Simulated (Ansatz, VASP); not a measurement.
## BN in VASP and in Ansatz

File INCAR:

```
PREC = Accurate
ENCUT = 600
EDIFF = 1E-6
ISMEAR = 0
SIGMA = 0.1
LREAL = False
LASPH = True
NELM = 200
ALGO = Normal
ISIF = 2
LWAVE = False
LCHARG = False
LDAU = True
LDAUTYPE = 2
LDAUL = -1 1
LDAUU = 0 1.7
LDAUJ = 0 0
LDAUPRINT = 1
GGA = PE
NBANDS = 16
GGA_COMPAT = False
```

Contents of KPOINTS:

```
Automatic mesh
0
Gamma
  6 6 4
```

File POSCAR:

```
BN
1.0
    2.5539396017      0.0000000000      0.0000000000
   -1.2769698009      2.2117765748      0.0000000000
    0.0000000000      0.0000000000      4.2268550000
B N
2 2
Direct
    0.6666666667      0.3333333333      0.9997240000
    0.3333333333      0.6666666667      0.4997240000
    0.6666666667      0.3333333333      0.6252760000
    0.3333333333      0.6666666667      0.1252760000
```

Input for Ansatz:

```yaml
crystal:
  lattice:
    - [2.5539396017, 0.0, 0.0]
    - [-1.2769698009, 2.2117765748, 0.0]
    - [0.0, 0.0, 4.226855]
  atoms:
    - { symbol: B, position: [0.6666666667, 0.3333333333, 0.999724] }
    - { symbol: B, position: [0.3333333333, 0.6666666667, 0.499724] }
    - { symbol: "N", position: [0.6666666667, 0.3333333333, 0.625276] }
    - { symbol: "N", position: [0.3333333333, 0.6666666667, 0.125276] }
basis:
  ecutwfc: 420
kpoints:
  mp_grid: { grid: [6, 6, 4] }
hamiltonian:
  xc: pbe
  hubbard: { sites: [{ species: "N", l: p, u_eff: 1.7 }] }
scf:
  occupations: { method: gaussian, width: 0.1 }
  max_iter: 84
output:
  forces: true
  stress: true
  eigenvalues: true
```

Alike in both runs: task single point; functional PBE; k mesh 6 × 6 × 4; occupations gaussian, width 0.1 eV; no spin polarisation; Hubbard terms N p U = 1.7 eV.

|  | VASP | Ansatz |
| --- | --- | --- |
| version | VASP 6.6.1 | Ansatz 0.2.0 |
| potentials or method | VASP PAW PBE potentials, release 64 (B, N), cutoff 600 eV | scalar-relativistic, plane waves, PAW |
| valence electrons in the cell | 16 | 16 |

|  | VASP | Ansatz | Ansatz less VASP |
| --- | --- | --- | --- |
| gap on the k mesh at the Fermi level (eV) | 5.17 | 5.36 | +0.181 |
| least direct gap on the mesh (eV) | 8.23 | 8.44 | +0.211 |
| pressure (GPa) | 0.7 | -1.5 | -2.15 |
| traceless stress, the component that is largest in VASP (GPa) | -0.49 | -0.84 | -0.343 |
| rms of the force components (eV/Å) | 0.010 | 0.016 | +0.0052 |

The programs project onto different local orbitals, so the same U acts differently, and such runs can settle in different states. Atom by atom the forces differ by 0.005 eV/Å (rms over components).

The k mesh is coarse, so the values compare programs but aren't converged.
